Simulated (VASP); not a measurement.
# MgO (Fm-3m) in VASP: notebook, part 2 of 3

VASP 6.6.1. The steps go on from the part before.

### 4 Vibrations by perturbation theory, LDA

This run uses another cell than the first one, of 8.99 Å³/atom, 1.015 times its volume.

INCAR

```
SYSTEM = MgO
PREC = Accurate ; ENCUT = 520
EDIFF = 1E-8 ; ISMEAR = 0
SIGMA = 0.01 ; LREAL = .False.
LASPH = .True. ; NELM = 100
ALGO = Normal ; ISIF = 2
LWAVE = .False. ; LCHARG = .True.
GGA = CA ; NBANDS = 11
IBRION = 8 ; NSW = 1
LEPSILON = .True.
```

KPOINTS

```
regular mesh
0
Gamma
  10 10 10
  0 0 0
```

POSCAR

```
MgO
1.0
    0.0000000000      2.0795922130      2.0795922130
    2.0795922130      0.0000000000      2.0795922130
    2.0795922130      2.0795922130      0.0000000000
Mg O
1 1
Direct
    0.0000000000      0.0000000000      0.0000000000
    0.5000000000      0.5000000000      0.5000000000
```

Potentials or basis: VASP PAW LDA potentials, release 64 (Mg, O).

On the command line:

```sh
cat potpaw_LDA.64/Mg/POTCAR potpaw_LDA.64/O/POTCAR > POTCAR
mpirun -np 1 vasp_std > vasp.out
```

OUTCAR:

```text
SYSTEM = MgO
   PREC = Accurate
   ENCUT = 520
   EDIFF = 1E-8
   ISMEAR = 0
   LREAL = .False.
   LASPH = .True.
   NELM = 100
   ISIF = 2
   GGA = CA
   IBRION = 8
   NSW = 1
   LEPSILON = .True.

 ion  position               nearest neighbor table
   1  0.000  0.000  0.000-   2 2.08   2 2.08   2 2.08   2 2.08   2 2.08   2 2.08
   2  0.500  0.500  0.500-   1 2.08   1 2.08   1 2.08   1 2.08   1 2.08   1 2.08

  LATTYP: Found a face centered cubic cell.
 ALAT       =     4.1591844260

  Lattice vectors:

 A1 = (   0.0000000000,   2.0795922130,   2.0795922130)
 A2 = (   2.0795922130,   0.0000000000,   2.0795922130)
 A3 = (   2.0795922130,   2.0795922130,   0.0000000000)

Analysis of symmetry for initial positions (statically):
=====================================================================
 Subroutine PRICEL returns:
 Original cell was already a primitive cell.

 Routine SETGRP: Setting up the symmetry group for a
 face centered cubic supercell.

 Subroutine GETGRP returns: Found 48 space group operations
 (whereof 48 operations were pure point group operations)
 out of a pool of 48 trial point group operations.

The static configuration has the point symmetry O_h .

Analysis of symmetry for dynamics (positions and initial velocities):
=====================================================================
 Subroutine PRICEL returns:
 Original cell was already a primitive cell.

 Routine SETGRP: Setting up the symmetry group for a
 face centered cubic supercell.
[... 595 lines left out ...]

 PIEZOELECTRIC TENSOR (including local field effects)  for field in x, y, z        (C/m^2)
          XX          YY          ZZ          XY          YZ          ZX
  --------------------------------------------------------------------------------
  x     0.00000     0.00000     0.00000     0.00000     0.00000     0.00000
  y     0.00000     0.00000     0.00000     0.00000     0.00000     0.00000
  z     0.00000     0.00000     0.00000     0.00000     0.00000     0.00000

 BORN EFFECTIVE CHARGES (including local field effects) (in |e|, cummulative output)
 ---------------------------------------------------------------------------------
 ion    1
    1     1.95258    -0.00000    -0.00000
    2    -0.00000     1.95258    -0.00000
    3     0.00000     0.00000     1.95258
 ion    2
    1    -1.95258     0.00000     0.00000
    2     0.00000    -1.95258     0.00000
    3    -0.00000    -0.00000    -1.95258

 INTERNAL STRAIN TENSOR FOR ION    2 for displacements in x,y,z  (eV/Angst):
          X           Y           Z          XY          YZ          ZX
  --------------------------------------------------------------------------------
  x     0.00000     0.00000     0.00000     0.00000     0.00000     0.00000
  y     0.00000     0.00000     0.00000     0.00000     0.00000     0.00000
  z     0.00000     0.00000     0.00000     0.00000     0.00000     0.00000

 SECOND DERIVATIVES (NOT SYMMETRIZED)
 ------------------------------------
               1X          1Y          1Z          2X          2Y          2Z
  1X    -6.093982    0.000000    0.000000    6.093982    0.000000    0.000000
  1Y     0.000000   -6.093982    0.000000    0.000000    6.093982    0.000000
  1Z     0.000000    0.000000   -6.093982    0.000000    0.000000    6.093982
  2X     6.100091    0.000000    0.000000   -6.100091    0.000000    0.000000
  2Y     0.000000    6.100091    0.000000    0.000000   -6.100091    0.000000
  2Z     0.000000    0.000000    6.100091    0.000000    0.000000   -6.100091

 Eigenvectors and eigenvalues of the dynamical matrix
 ----------------------------------------------------

   1 f  =   12.428085 THz    78.087960 2PiTHz  414.556288 cm-1    51.398406 meV
             X         Y         Z           dx          dy          dz
      0.000000  0.000000  0.000000     0.023547    0.627165    0.053321
      2.079592  2.079592  2.079592    -0.029037   -0.773369   -0.065752
[... 21 lines left out ...]
   6 f/i=    0.003046 THz     0.019141 2PiTHz    0.101616 cm-1     0.012599 meV
             X         Y         Z           dx          dy          dz
      0.000000  0.000000  0.000000    -0.147896    0.745429   -0.160404
      2.079592  2.079592  2.079592    -0.119936    0.604506   -0.130080

--------------------------------------------------------------------------------------------------------

 MACROSCOPIC STATIC DIELECTRIC TENSOR IONIC CONTRIBUTION
 ------------------------------------------------------
           6.290691    -0.000000     0.000000
          -0.000000     6.290691    -0.000000
           0.000000    -0.000000     6.290691
 ------------------------------------------------------

 ELASTIC MODULI CONTR FROM IONIC RELAXATION (kBar)
 Direction    XX          YY          ZZ          XY          YZ          ZX
 --------------------------------------------------------------------------------
 XX           0.0000      0.0000      0.0000      0.0000      0.0000      0.0000
 YY           0.0000      0.0000      0.0000      0.0000      0.0000      0.0000
 ZZ           0.0000      0.0000      0.0000      0.0000      0.0000      0.0000
 XY           0.0000      0.0000      0.0000      0.0000      0.0000      0.0000
 YZ           0.0000      0.0000      0.0000      0.0000      0.0000      0.0000
 ZX           0.0000      0.0000      0.0000      0.0000      0.0000      0.0000
 --------------------------------------------------------------------------------

 PIEZOELECTRIC TENSOR IONIC CONTR  for field in x, y, z        (C/m^2)
          XX          YY          ZZ          XY          YZ          ZX
  --------------------------------------------------------------------------------
  x     0.00000     0.00000     0.00000     0.00000     0.00000     0.00000
  y     0.00000     0.00000     0.00000     0.00000     0.00000     0.00000
  z     0.00000     0.00000     0.00000     0.00000     0.00000     0.00000
```

OSZICAR:

```text
N       E                     dE             d eps       ncg     rms          rms(c)
DAV:   1     0.116748382373E+02    0.11675E+02   -0.46910E+03  1189   0.652E+02
DAV:   2    -0.144771108452E+02   -0.26152E+02   -0.24912E+02  1183   0.136E+02
DAV:   3    -0.150266494798E+02   -0.54954E+00   -0.54859E+00  1240   0.164E+01
[... 128 lines left out ...]
RMM:   5    -0.352415825060E+00   -0.12142E-04   -0.43349E-06  3763   0.183E-02    0.138E-03
RMM:   6    -0.352416817516E+00   -0.99246E-06   -0.35105E-08  3822   0.149E-03    0.793E-04
RMM:   7    -0.352412100855E+00    0.47167E-05   -0.50584E-09  3816   0.332E-04    0.494E-05
RMM:   8    -0.352411970239E+00    0.13062E-06   -0.39070E-09  3921   0.844E-05    0.152E-05
RMM:   9    -0.352412018120E+00   -0.47880E-07   -0.38841E-09  3898   0.545E-05    0.203E-06
RMM:  10    -0.352412013807E+00    0.43131E-08   -0.39334E-09  3035   0.464E-05    0.437E-07
 Linear response finished
```

Wall time 87 s (1 thread of Intel Xeon Platinum 8259CL at 2.50GHz (Skylake/Cascade Lake), shared host); peak memory 0.19 GiB.

What came out:

```
Electronic dielectric tensor (diagonal)                 : 3.10
Born charges (mean of the diagonal)                     : Mg +1.95; O -1.95 e
Highest phonon frequency at Γ, LO-TO splitting left out : 415 cm⁻¹
```

Phonon frequencies in cm⁻¹ (negative: imaginary):
```tsv
q point	frequencies
(0.000, 0.000, 0.000)	0 0 0 415 415 415
```

Electronic dielectric tensor:
```
3.10 0.00 0.00
0.00 3.10 0.00
0.00 0.00 3.10
```

Born effective charge tensors (e):
atom 1, Mg
```
1.95 0.00 0.00
0.00 1.95 0.00
0.00 0.00 1.95
```
atom 2, O
```
-1.95  0.00  0.00
 0.00 -1.95  0.00
 0.00  0.00 -1.95
```

Caveat: the cell wasn't relaxed at this level first, which shifts response properties.

### 5 Vibrations by perturbation theory, LDA

This run uses another cell than the first one, of 8.99 Å³/atom, 1.015 times its volume.

INCAR

```
PREC = Accurate
ENCUT = 520
EDIFF = 1E-8
ISMEAR = 0
SIGMA = 0.01
LREAL = F
LASPH = T
NELM = 60
ALGO = Normal
ISIF = 2
LWAVE = F
LCHARG = F
GGA = CA
NBANDS = 11
IBRION = 8
NSW = 1
```

KPOINTS

```
regular mesh
0
Gamma
  10 10 10
```

POSCAR is that of step 4.

Potentials or basis: VASP PAW LDA potentials, release 64 (Mg, O).

On the command line:

```sh
cat potpaw_LDA.64/Mg/POTCAR potpaw_LDA.64/O/POTCAR > POTCAR
mpirun -np 1 vasp_std > vasp.out
```

OUTCAR:

```text
PREC = Accurate
   ENCUT = 520
   EDIFF = 1E-8
   ISMEAR = 0
   LREAL = F
   LASPH = T
   NELM = 60
   ISIF = 2
   GGA = CA
   IBRION = 8
   NSW = 1

 ion  position               nearest neighbor table
   1  0.000  0.000  0.000-   2 2.08   2 2.08   2 2.08   2 2.08   2 2.08   2 2.08
   2  0.500  0.500  0.500-   1 2.08   1 2.08   1 2.08   1 2.08   1 2.08   1 2.08

  LATTYP: Found a face centered cubic cell.
 ALAT       =     4.1591844260

  Lattice vectors:

 A1 = (   0.0000000000,   2.0795922130,   2.0795922130)
 A2 = (   2.0795922130,   0.0000000000,   2.0795922130)
 A3 = (   2.0795922130,   2.0795922130,   0.0000000000)

Analysis of symmetry for initial positions (statically):
=====================================================================
 Subroutine PRICEL returns:
 Original cell was already a primitive cell.

 Routine SETGRP: Setting up the symmetry group for a
 face centered cubic supercell.

 Subroutine GETGRP returns: Found 48 space group operations
 (whereof 48 operations were pure point group operations)
 out of a pool of 48 trial point group operations.

The static configuration has the point symmetry O_h .

Analysis of symmetry for dynamics (positions and initial velocities):
=====================================================================
 Subroutine PRICEL returns:
 Original cell was already a primitive cell.

 Routine SETGRP: Setting up the symmetry group for a
 face centered cubic supercell.

 Subroutine GETGRP returns: Found 48 space group operations
 (whereof 48 operations were pure point group operations)
 out of a pool of 48 trial point group operations.

The dynamic configuration has the point symmetry O_h .

[... 518 lines left out ...]
    total drift:                               -0.000000     -0.000000      0.000000

  FREE ENERGIE OF THE ION-ELECTRON SYSTEM (eV)
  ---------------------------------------------------
  free  energy   TOTEN  =       -13.4447834380 eV

  energy  without entropy=      -13.4447834380  energy(sigma->0) =      -13.44478344

[... ionic steps 2 to 3 ...]

--------------------------------------- Ionic step        4  -------------------------------------------

------------------------ aborting loop because EDIFF is reached ----------------------------------------

[... ionic steps 5 to 6 ...]

--------------------------------------- Ionic step        7  -------------------------------------------

 Free energy of the ion-electron system (eV)
  ---------------------------------------------------
  ---------------------------------------------------
  free energy    TOTEN  =        -0.35241201 eV

  energy without entropy =       -0.35241201

------------------------ aborting loop because EDIFF is reached ----------------------------------------

 INTERNAL STRAIN TENSOR  FOR ION    2  DIRECTION 1   (eV/Angst):
 -----------------------------------------------------------------------------
    -0.00486 -0.00000  0.00000
     0.00000  0.00708  0.00000
     0.00000  0.00000  0.00708

 INTERNAL STRAIN TENSOR FOR ION    2 for displacements in x,y,z  (eV/Angst):
          X           Y           Z          XY          YZ          ZX
  --------------------------------------------------------------------------------
  x     0.00000     0.00000     0.00000     0.00000     0.00000     0.00000
  y     0.00000     0.00000     0.00000     0.00000     0.00000     0.00000
  z     0.00000     0.00000     0.00000     0.00000     0.00000     0.00000

 SECOND DERIVATIVES (NOT SYMMETRIZED)
 ------------------------------------
               1X          1Y          1Z          2X          2Y          2Z
  1X    -6.093981    0.000000    0.000000    6.093981    0.000000    0.000000
  1Y     0.000000   -6.093981    0.000000    0.000000    6.093981    0.000000
  1Z     0.000000    0.000000   -6.093981    0.000000    0.000000    6.093981
  2X     6.100091    0.000000    0.000000   -6.100091    0.000000    0.000000
  2Y     0.000000    6.100091    0.000000    0.000000   -6.100091    0.000000
  2Z     0.000000    0.000000    6.100091    0.000000    0.000000   -6.100091

 Eigenvectors and eigenvalues of the dynamical matrix
 ----------------------------------------------------

   1 f  =   12.428085 THz    78.087960 2PiTHz  414.556285 cm-1    51.398406 meV
             X         Y         Z           dx          dy          dz
      0.000000  0.000000  0.000000     0.000000    0.000000   -0.629868
      2.079592  2.079592  2.079592     0.000000    0.000000    0.776703
[... 21 lines left out ...]
   6 f/i=    0.003047 THz     0.019142 2PiTHz    0.101621 cm-1     0.012599 meV
             X         Y         Z           dx          dy          dz
      0.000000  0.000000  0.000000    -0.600730    0.492332   -0.000000
      2.079592  2.079592  2.079592    -0.487162    0.399257    0.000000

--------------------------------------------------------------------------------------------------------

 ELASTIC MODULI CONTR FROM IONIC RELAXATION (kBar)
 Direction    XX          YY          ZZ          XY          YZ          ZX
 --------------------------------------------------------------------------------
 XX           0.0000      0.0000      0.0000      0.0000      0.0000      0.0000
 YY           0.0000      0.0000      0.0000      0.0000      0.0000      0.0000
 ZZ           0.0000      0.0000      0.0000      0.0000      0.0000      0.0000
 XY           0.0000      0.0000      0.0000      0.0000      0.0000      0.0000
 YZ           0.0000      0.0000      0.0000      0.0000      0.0000      0.0000
 ZX           0.0000      0.0000      0.0000      0.0000      0.0000      0.0000
 --------------------------------------------------------------------------------
```

OSZICAR:

```text
N       E                     dE             d eps       ncg     rms          rms(c)
DAV:   1     0.116748382373E+02    0.11675E+02   -0.46910E+03  1189   0.652E+02
DAV:   2    -0.144771108452E+02   -0.26152E+02   -0.24912E+02  1183   0.136E+02
DAV:   3    -0.150266494798E+02   -0.54954E+00   -0.54859E+00  1240   0.164E+01
[... 31 lines left out ...]
RMM:   5    -0.352415825060E+00   -0.12142E-04   -0.43349E-06  3763   0.183E-02    0.138E-03
RMM:   6    -0.352416817507E+00   -0.99245E-06   -0.35105E-08  3821   0.149E-03    0.793E-04
RMM:   7    -0.352412100853E+00    0.47167E-05   -0.50584E-09  3819   0.332E-04    0.494E-05
RMM:   8    -0.352411970247E+00    0.13061E-06   -0.39068E-09  3923   0.844E-05    0.152E-05
RMM:   9    -0.352412018123E+00   -0.47877E-07   -0.38830E-09  3901   0.545E-05    0.203E-06
RMM:  10    -0.352412013799E+00    0.43249E-08   -0.39313E-09  3054   0.464E-05    0.437E-07
 Linear response finished
```

stdout:

```text
POSCAR found type information on POSCAR MgO
 POSCAR found :  2 types and       2 ions
 scaLAPACK will be used
 LDA part: xc-table for (Slater(with rela. corr.)+CA(PZ))
 , standard interpolation
 POSCAR, INCAR and KPOINTS ok, starting setup
 FFT: planning ... GRIDC
 FFT: planning ... GRID_SOFT
 FFT: planning ... GRID
 WAVECAR not read
 entering main loop
 Linear response reoptimize wavefunctions to high precision
 Linear response DOF=           2
 Linear response progress:
 first order change of Fermi-energy  -0.10361E-03
 force on displaced ion       1 direction 1 :  -6.094   0.000   0.000
 Linear response progress:
 first order change of Fermi-energy   0.10846E-02
 force on displaced ion       2 direction 1 :  -6.100   0.000   0.000
 Linear response finished
```

Wall time 37 s (1 thread of Intel Xeon Platinum 8259CL at 2.50GHz (Skylake/Cascade Lake), shared host); peak memory 0.19 GiB.

What came out:

- Highest phonon frequency at Γ, LO-TO splitting left out: 415 cm⁻¹

Phonon frequencies in cm⁻¹ (negative: imaginary):
| q point | frequencies |
| --- | --- |
| (0.000, 0.000, 0.000) | 0 0 0 415 415 415 |

Caveat: the cell wasn't relaxed at this level first, which shifts response properties.

[end of part 2 of 3]
